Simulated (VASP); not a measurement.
Runs of VASP 6.6.1 on Mg2Si. The structure is that of space group Fm-3m (No. 225), or close to it. The cells are those of the table. 

```csv
level,cell,cutoff (eV),smearing,gap on the mesh (eV),pressure (GPa)
r2SCAN,"a = 4.488, b = 4.488, c = 4.504 Å, angles 59.9, 59.9, 60.2°, 3 atoms",660,gaussian 0.01 eV,0.41,(b)
PBE,"a = 4.706 Å, angles 60.0°, 3 atoms",600,fermi-dirac 0.02 eV,0.20,-5.6
r2SCAN,"a = 4.706 Å, angles 60.0°, 3 atoms",660,gaussian 0.01 eV,(a),-6.6
PBE,"a = 4.481 Å, angles 59.7°, 3 atoms",600,fermi-dirac 0.02 eV,0.17,1.0
PBE,"a = 4.482 Å, angles 60.0°, 3 atoms",600,fermi-dirac 0.02 eV,0.20,(c)
```

Alike in all rows: task single point; potentials or basis VASP PAW PBE potentials, release 64 (Si, Mg); no spin polarisation; k mesh 8 × 8 × 8.

Fill in the values left out.

(a) 0.52; (b) -0.7; (c) 0.6.

Caveats: the PAW data sets were made with another functional, which shifts forces and pressure a little (at least some runs); the cell stands under tension (at least some runs).

A k mesh can miss the band edges.
